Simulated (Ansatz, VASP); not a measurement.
One calculation of K, two programs

```
CELL_PARAMETERS angstrom
4.81122 0.00000 0.00000
-2.40561 4.16664 0.00000
0.00000 0.00000 7.39398
ATOMIC_POSITIONS crystal
K 0.33333 0.66667 0.25000
K 0.66667 0.33333 0.75000
```

Change from the starting cell: z stretched by -4 % at fixed volume, crystal datasets.

Alike in both runs: task electric field gradients; functional PBE; k mesh 12 × 12 × 6; occupations fermi-dirac, width 0.03 eV; no spin polarisation.

|  | VASP | Ansatz |
| --- | --- | --- |
| version | VASP 6.6.1 | Ansatz 0.2.0 |
| potentials or method | VASP PAW PBE potentials, release 64 (K_sv), cutoff 520 eV | all-electron PAW with datasets made for the crystal, scalar-relativistic |

|  | VASP | Ansatz | Ansatz less VASP |
| --- | --- | --- | --- |
| pressure (GPa) | 0.0 | 0.0 | +0.01 |
| traceless stress, the component that is largest in VASP (GPa) | 0.18 | 0.18 | 0.000 |
| size of Vzz on the site where it differs most (V/Å²) | 0.8 | 0.8 | +0.02 |

Ansatz ran all-electron here, and VASP with PAW potentials.
